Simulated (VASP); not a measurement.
# ZnO (Cmcm) in VASP: notebook

The runs below take ZnO through single point, with PBE+D3(BJ).

Everything below comes from runs of VASP 6.6.1. Logs are shortened: lines on timing, memory, paths and dates and some standing lists are left out, and cuts for length are marked.

### 1 The cell of the first run

It takes space group Cmcm (No. 63, orthorhombic). The conventional cell has a = 3.234 Å, b = 5.714 Å, c = 6.169 Å, α = 90.00°, β = 90.00°, γ = 90.00°. Within 2.5 Å of Zn (site symmetry m2m) lie 3 O at 1.88 to 1.90 Å. O (site symmetry m2m) has 3 Zn at 1.88 to 1.90 Å within 2.5 Å.

### 2 Single point, PBE+D3(BJ) (strain -0.0100 x Voigt [1, -1, 0, 0, 0, 0])

The input, INCAR:

```
PREC     = Accurate       # precision mode
ENCUT    = 520            # plane-wave cutoff, eV
EDIFF    = 1E-6           # SCF threshold, eV
ISMEAR   = 0              # smearing method
SIGMA    = 0.05           # smearing width, eV
LREAL    = False          # projectors in reciprocal space
LASPH    = True           # aspherical terms in the spheres
NELM     = 80             # most SCF steps
ALGO     = Normal         # electronic algorithm
ISIF     = 2              # what is computed and relaxed
LWAVE    = False          # write WAVECAR
LCHARG   = False          # write CHGCAR
GGA      = PE             # functional
IVDW     = 12             # dispersion correction
NBANDS   = 26             # bands
```

The input, KPOINTS:

```
Automatic mesh
0
Gamma
  12 12 6
```

The input, POSCAR:

```
ZnO
1.0
    3.2336123981      0.0000000000      0.0000000000
   -1.6168061990      2.8569640278      0.0000000000
    0.0000000000      0.0000000000      6.1688483439
Zn O
2 2
Direct
    0.0000000000      0.0000000000      0.7500000000
    0.0000000000      0.0000000000      0.2500000000
    0.3333333333      0.6666666667      0.2500000000
    0.6666666667      0.3333333333      0.7500000000
```

Potentials or basis: VASP PAW PBE potentials, release 64 (Zn, O).

The run is started by

```
cat potpaw_PBE.64/Zn/POTCAR potpaw_PBE.64/O/POTCAR > POTCAR
mpirun -np 1 vasp_std > vasp.out
```

OUTCAR:

```text
PREC = Accurate
   ENCUT = 520
   EDIFF = 1E-6
   ISMEAR = 0
   LREAL = False
   LASPH = True
   NELM = 80
   ISIF = 2
   GGA = PE
   IVDW = 12
 IVDW          = 12

 ion  position               nearest neighbor table
   1  0.000  0.000  0.750-   4 1.88   4 1.88   4 1.90
   2  0.000  0.000  0.250-   3 1.88   3 1.88   3 1.90
   3  0.333  0.667  0.250-   2 1.88   2 1.88   2 1.90
   4  0.667  0.333  0.750-   1 1.88   1 1.88   1 1.90

  LATTYP: Found a base centered orthorhombic cell.
 ALAT       =     3.2336123981
 B/A-ratio  =     1.7670417329
 C/A-ratio  =     1.9077265870

  Lattice vectors:

 A1 = (   1.6168061990,  -2.8569640278,   0.0000000000)
 A2 = (   1.6168061991,   2.8569640278,   0.0000000000)
 A3 = (   0.0000000000,   0.0000000000,   6.1688483439)

Analysis of symmetry for initial positions (statically):
=====================================================================
 Subroutine PRICEL returns:
 Original cell was already a primitive cell.

 Routine SETGRP: Setting up the symmetry group for a
 base centered orthorhombic supercell.

 Subroutine GETGRP returns: Found  8 space group operations
 (whereof  4 operations were pure point group operations)
 out of a pool of  8 trial point group operations.

The static configuration has the point symmetry C_2h.
 The point group associated with its full space group is D_2h.

Analysis of symmetry for dynamics (positions and initial velocities):
=====================================================================
 Subroutine PRICEL returns:
 Original cell was already a primitive cell.

 Routine SETGRP: Setting up the symmetry group for a
 base centered orthorhombic supercell.

 Subroutine GETGRP returns: Found  8 space group operations
 (whereof  4 operations were pure point group operations)
 out of a pool of  8 trial point group operations.

The dynamic configuration has the point symmetry C_2h.
 The point group associated with its full space group is D_2h.

 Subroutine INISYM returns: Found  8 space group operations
 (whereof  4 operations are pure point group operations),
 and found     1 'primitive' translations

----------------------------------------------------------------------------------------

                                     Primitive cell

  volume of cell :      56.9898

  direct lattice vectors                    reciprocal lattice vectors
     3.233612398  0.000000000  0.000000000     0.309251659  0.175010954  0.000000000
    -1.616806199  2.856964028  0.000000000     0.000000000  0.350021908  0.000000000
     0.000000000  0.000000000  6.168848344     0.000000000  0.000000000  0.162104812

  length of vectors
     3.233612398  3.282728399  6.168848344     0.355338462  0.350021908  0.162104812

  position of ions in fractional coordinates (direct lattice)
     0.000000000  0.000000000  0.750000000
     0.000000000  0.000000000  0.250000000
     0.333333333  0.666666667  0.250000000
     0.666666667  0.333333333  0.750000000

  ion indices of the primitive-cell ions
   primitive index   ion index
                 1           1
                 2           2
                 3           3
                 4           4

----------------------------------------------------------------------------------------

 KPOINTS: Automatic mesh

Automatic generation of k-mesh.
 Grid dimensions read from file:
 generate k-points for:   12   12    6

 Generating k-lattice:

  Cartesian coordinates                     Fractional coordinates (reciprocal lattice)
     0.025770972  0.014584246  0.000000000     0.083333333 -0.000000000  0.000000000
     0.000000000  0.029168492  0.000000000     0.000000000  0.083333333  0.000000000
     0.000000000  0.000000000  0.027017469     0.000000000  0.000000000  0.166666667

  Length of vectors
     0.029611539  0.029168492  0.027017469

  Shift w.r.t. Gamma in fractional coordinates (k-lattice)
     0.000000000  0.000000000  0.000000000

 Subroutine IBZKPT returns following result:
 ===========================================

 Found    172 irreducible k-points:

 Following reciprocal coordinates:
            Coordinates               Weight
  0.000000  0.000000  0.000000      1.000000
  0.083333  0.000000  0.000000      4.000000
  0.166667  0.000000  0.000000      4.000000
  0.250000  0.000000  0.000000      4.000000
  0.333333  0.000000  0.000000      4.000000
  0.416667  0.000000  0.000000      4.000000
[... 16 lines left out ...]
  0.333333  0.166667  0.000000      4.000000
  0.416667  0.166667  0.000000      4.000000
 [... further k-points ...]
   k-points           NKPTS =    172   k-points in BZ     NKDIM =    172   number of bands    NBANDS=     26
   number of dos      NEDOS =    301   number of ions     NIONS =      4
   total plane-waves  NPLWV =  27648
   dimension x,y,z NGX =    24 NGY =   24 NGZ =   48
   dimension x,y,z NGXF=    48 NGYF=   48 NGZF=   96
   ions per type =               2   2
   NGX,Y,Z   is equivalent  to a cutoff of  12.34, 12.15, 12.94 a.u.
   NGXF,Y,Z  is equivalent  to a cutoff of  24.68, 24.31, 25.87 a.u.
 SYSTEM =  unknown system
   PREC   = accura    normal or accurate (medium, high low for compatibility)
   ISTART =      0    job   : 0-new  1-cont  2-samecut
   ICHARG =      2    charge: 1-file 2-atom 10-const
   ISPIN  =      1    spin polarized calculation?
   LNONCOLLINEAR =      F non collinear calculations
   LSORBIT =      F    spin-orbit coupling
   LASPH  =      T    aspherical Exc in radial PAW
   ENCUT  =  520.0 eV  38.22 Ry    6.18 a.u.   6.01  6.10 11.47*2*pi/ulx,y,z
   NELM   =     80;   NELMIN=  2; NELMDL= -5     # of ELM steps
   EDIFF  = 0.1E-05   stopping-criterion for ELM
   LREAL  =      F    real-space projection
   EDIFFG = 0.1E-04   stopping-criterion for IOM
   NSW    =      0    number of steps for IOM
   IBRION =     -1    ionic relax: 0-MD 1-quasi-New 2-CG
   NFREE  =      0    steps in history (QN), initial steepest desc. (CG)
   ISIF   =      2    stress and relaxation
   ISYM   =      2    0-nonsym 1-usesym 2-fastsym
   POTIM  = 0.5000    time-step for ionic-motion
   TEBEG  =    0.0;   TEEND  =   0.0 temperature during run
   PSTRESS=    0.0 pullay stress
   NELECT =      36.0000    total number of electrons
   NUPDOWN=      -1.0000    fix difference up-down
   EMIN   =  10.00;   EMAX   =-10.00  energy-range for DOS
   EFERMI =   0.00;   METHOD = LEGACY
   ISMEAR =     0;   SIGMA  =   0.05  broadening in eV -4-tet -1-fermi 0-gaus
   EFERMI_NEDOS =   21; number of points for ismear=-14 and -15
   IALGO  =     38    algorithm
   IMIX   =      4    mixing-type and parameters
     AMIX     =   0.40;   BMIX     =  1.00
     AMIX_MAG =   1.60;   BMIX_MAG =  1.00
  volume/ion in A,a.u.               =      14.25        96.15
  Fermi-wavevector in a.u.,A,eV,Ry     =   1.404678  2.654456 26.845924  1.973120
  Thomas-Fermi vector in A             =   2.527215
   LORBIT       =      0    0 simple, 1 ext, 2 COOP (PROOUT), +10 PAW based schemes
   GGA     = PE    functional components
   LHFCALC =     F    Hartree Fock is set to
   AEXX    =    0.0000 exact exchange contribution
   IVDW    =    12    specifies the selected vdW correction
   LEPSILON=     F    determine dielectric tensor
   LRPA    =     F    only Hartree local field effects (RPA)
 non-spin polarized calculation
 Gauss-broadening in eV      SIGMA  =   0.05
  energy-cutoff  :      520.00
  volume of cell :       56.99
 maximum number of plane-waves:      1568
   NGX = 13   NGY = 13   NGZ = 23

 number of electron      36.0000008 magnetization

 Free energy of the ion-electron system (eV)
  ---------------------------------------------------
  ext. energy  EPLUGINS =         0.00000000
  ---------------------------------------------------
  free energy    TOTEN  =       -16.89140113 eV

  energy without entropy =      -16.89140113  energy(sigma->0) =      -16.89140113

 E-fermi :   0.2610     XC(G=0):  -9.8682

 val. band max:        0.0601420301   @ k =   0.0000   0.0000   0.0000
 cond. band min:       0.7296490188   @ k =   0.0000   0.0000   0.0000
 fundamental gap:      0.6695069888
 Fermi energy:         0.2610413547

 k-point     1 :       0.0000    0.0000    0.0000
  band No.  band energies     occupation
      1     -17.6509      2.00000
      2     -17.4209      2.00000
      3      -6.2370      2.00000
      4      -6.2305      2.00000
      5      -6.1839      2.00000
      6      -6.1807      2.00000
[... 18 lines left out ...]
     25      13.7230      0.00000
     26      14.0280      0.00000

 k-point     2 :       0.0833    0.0000    0.0000
  band No.  band energies     occupation
      1     -17.6150      2.00000
      2     -17.3921      2.00000
      3      -6.2462      2.00000
      4      -6.2009      2.00000
      5      -6.1848      2.00000
      6      -6.1347      2.00000
[... 18 lines left out ...]
     25      13.5454      0.00000
     26      13.9502      0.00000

 k-point     3 :       0.1667    0.0000    0.0000
  band No.  band energies     occupation
      1     -17.5150      2.00000
      2     -17.3128      2.00000
      3      -6.2688      2.00000
      4      -6.2313      2.00000
      5      -6.0468      2.00000
      6      -5.9954      2.00000
[... 18 lines left out ...]
     25      13.0266      0.00000
     26      14.3240      0.00000

 k-point     4 :       0.2500    0.0000    0.0000
  band No.  band energies     occupation
      1     -17.3735      2.00000
      2     -17.2047      2.00000
      3      -6.2580      2.00000
      4      -6.2324      2.00000
      5      -5.8327      2.00000
      6      -5.7839      2.00000
[... 18 lines left out ...]
     25      13.4656      0.00000
     26      14.3899      0.00000
[... 496 lines left out ...]
      1     -17.1775      2.00000
      2     -17.0669      2.00000
      3      -6.1130      2.00000
      4      -6.1008      2.00000
      5      -5.4614      2.00000
      6      -5.4599      2.00000
[... 18 lines left out ...]
     25      12.3556      0.00000
     26      13.4650      0.00000

 k-point    23 :       0.3333    0.1667    0.0000
  band No.  band energies     occupation
      1     -17.0719      2.00000
      2     -17.0043      2.00000
      3      -5.9718      2.00000
      4      -5.9515      2.00000
      5      -5.5013      2.00000
      6      -5.2187      2.00000
[... 18 lines left out ...]
     25      12.4572      0.00000
     26      13.1244      0.00000

 k-point    24 :       0.4167    0.1667    0.0000
  band No.  band energies     occupation
      1     -17.0259      2.00000
      2     -16.9843      2.00000
      3      -5.9011      2.00000
      4      -5.8758      2.00000
      5      -5.5177      2.00000
      6      -5.2301      2.00000
[... 18 lines left out ...]
     25      12.5920      0.00000
     26      12.9648      0.00000

 [... further k-points ...]

------------------------ aborting loop because EDIFF is reached ----------------------------------------

 Edisp (eV)   -0.74894

 E8    (eV) :    -0.2844

  FORCE on cell =-STRESS in cart. coord.  units (eV):
  Direction    XX          YY          ZZ          XY          YZ          ZX
  --------------------------------------------------------------------------------------
  -------------------------------------------------------------------------------------
  Total       1.43193    -0.31027    -0.03177    -0.00000     0.00000     0.00000
  in kB      40.25656    -8.72274    -0.89312    -0.00000     0.00000     0.00000
  external pressure =       10.21 kB  Pullay stress =        0.00 kB

 VOLUME and BASIS-vectors are now :
 -----------------------------------------------------------------------------
  energy-cutoff  :      520.00
  volume of cell :       56.99
      direct lattice vectors                 reciprocal lattice vectors
     3.233612398  0.000000000  0.000000000     0.309251659  0.175010954  0.000000000
    -1.616806199  2.856964028  0.000000000     0.000000000  0.350021908  0.000000000
     0.000000000  0.000000000  6.168848344     0.000000000  0.000000000  0.162104812

 POSITION                                       TOTAL-FORCE (eV/Angst)
 -----------------------------------------------------------------------------------
      0.00000      0.00000      4.62664        -0.000000     -0.274033     -0.000000
      0.00000      0.00000      1.54221         0.000000      0.274033      0.000000
     -0.00000      1.90464      1.54221        -0.000000     -0.258541      0.000000
      1.61681      0.95232      4.62664         0.000000      0.258541     -0.000000
 -----------------------------------------------------------------------------------
    total drift:                               -0.000000      0.000000     -0.000000

  FREE ENERGIE OF THE ION-ELECTRON SYSTEM (eV)
  ---------------------------------------------------
  free  energy   TOTEN  =       -17.6403393233 eV

  energy  without entropy=      -17.6403393233  energy(sigma->0) =      -17.64033932
```

It took 3 min on 1 thread of AMD EPYC 9R14 (Zen 4), shared host; peak memory 0.31 GiB.

What came out:

* Free energy: -17.6403 eV
* Pressure: 1.0 GPa
* Largest force: 0.274 eV/Å
* Band gap on the k mesh: 0.67 eV
* Dispersion energy per atom: -0.187 eV

Forces on the atoms (eV/Å):
```
Zn   0.000 -0.274  0.000
Zn   0.000  0.274  0.000
O    0.000 -0.259  0.000
O    0.000  0.259  0.000
```

Stress tensor (GPa, compression positive):
```
 4.03  0.00  0.00
 0.00 -0.87  0.00
 0.00  0.00 -0.09
```

Caveat: the cell differs from its parent crystal (strain -0.0100 x Voigt [1, -1, 0, 0, 0, 0]); semilocal functionals underestimate gaps, and a narrow one can read as zero. A k mesh can miss the band edges.

### 3 Single point, PBE+D3(BJ) (strain +0.0050 x Voigt [1, -1, 0, 0, 0, 0])

The input, INCAR:

```
SYSTEM = ZnO
PREC = Accurate
ENCUT = 520
EDIFF = 1E-6
ISMEAR = 0
SIGMA = 0.05
LREAL = .FALSE.
LASPH = .TRUE.
NELM = 80
ALGO = Normal
ISIF = 2
LWAVE = .FALSE.
LCHARG = .FALSE.
GGA = PE
IVDW = 12
NBANDS = 26
```

The input, KPOINTS:

```
Automatic mesh
0
G
  12 12 6
  0 0 0
```

POSCAR: that of step 2 with these lines changed.

```diff
@@ -2,4 +2,4 @@
 1.0
-    3.2336123981      0.0000000000      0.0000000000
-   -1.6168061990      2.8569640278      0.0000000000
+    3.2826065253      0.0000000000      0.0000000000
+   -1.6413032626      2.8145338690      0.0000000000
     0.0000000000      0.0000000000      6.1688483439
```

Potentials or basis: VASP PAW PBE potentials, release 64 (Zn, O).

The run is started by

```
cat potpaw_PBE.64/Zn/POTCAR potpaw_PBE.64/O/POTCAR > POTCAR
mpirun -np 1 vasp_std > vasp.out
```

Wall time 3 min (1 thread of AMD EPYC 9R14 (Zen 4), shared host); peak memory 0.31 GiB.

The run converged. Its results:

- Free energy: -17.6469 eV
- Pressure: 1.0 GPa
- Largest force: 0.143 eV/Å
- Band gap on the k mesh: 0.69 eV
- Dispersion energy per atom: -0.187 eV

Forces on the atoms (eV/Å):
```
Zn   0.000  0.143  0.000
Zn   0.000 -0.143  0.000
O    0.000  0.135  0.000
O    0.000 -0.135  0.000
```

Stress tensor (GPa, compression positive):
```
 0.26  0.00  0.00
 0.00  2.76  0.00
 0.00  0.00 -0.09
```

Levels at points of the mesh, in eV from the valence-band top:
```tsv
k point	band 14	band 15	band 16	band 17	band 18	band 19	band 20	band 21	band 22	band 23
(0.00, 0.00, 0.00)	-1.37	-0.05	-0.03	-0.02	0.00	0.69	4.23	5.64	12.47	12.63
(0.50, 0.00, 0.00)	-3.33	-1.99	-1.76	-1.05	-1.02	4.50	5.44	6.43	9.31	9.67
(0.00, 0.50, 0.00)	-3.35	-2.09	-1.85	-1.02	-1.00	4.52	5.39	6.36	9.31	9.75
(0.00, 0.00, 0.50)	-2.69	-0.04	-0.04	-0.01	-0.01	2.26	2.26	8.59	8.59	13.06
(0.50, 0.00, 0.50)	-3.94	-1.88	-1.88	-0.93	-0.93	4.75	4.75	8.17	8.17	10.17
(0.00, 0.50, 0.50)	-3.95	-1.97	-1.97	-0.91	-0.91	4.74	4.74	8.17	8.17	10.19
```

Caveat: the cell differs from its parent crystal (strain +0.0050 x Voigt [1, -1, 0, 0, 0, 0]); semilocal functionals underestimate gaps, and a narrow one can read as zero.
